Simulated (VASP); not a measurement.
LiLaSe3: single point with LDA

LiLaSe3:

```xyz
5
Lattice="4.6722 0.0000 0.0000 0.0000 4.6722 0.0000 0.0000 0.0000 4.6722" Properties=species:S:1:pos:R:3 pbc="T T T"
La    0.0000    0.0000    0.0000
Li    2.3361    2.3361    2.3361
Se    2.3361    2.3361    0.0000
Se    0.0000    2.3361    2.3361
Se    2.3361    0.0000    2.3361
```

```yaml
Program: VASP 6.6.1
Task: single point
Functional: LDA
Potentials_or_basis: VASP PAW LDA potentials, release 64 (La, Li_sv, Se)
Cutoff: 520 eV
k_mesh: 9 × 9 × 9
Occupations: methfessel-paxton, width 0.02 eV
Spin: no spin polarisation
```

The band gap on the k mesh is zero (band 16 reaches 6.73 eV, above the bottom of band 17 at 5.67 eV).

Levels at points of the mesh, in eV from the Fermi level:
```
           k point  band 13  band 14  band 15  band 16  band 17  band 18  band 19  band 20
(0.00, 0.00, 0.00)    -1.46    -1.46     0.37     0.37     0.37     0.97     0.97     1.75
```

Wall time 33 s on 1 thread of Intel(R) Xeon(R) 6975P-C (Granite Rapids), with other jobs on the host, peak memory 0.23 GiB.

Caveat: spin-orbit coupling is left out, which moves the levels of the heavy elements.
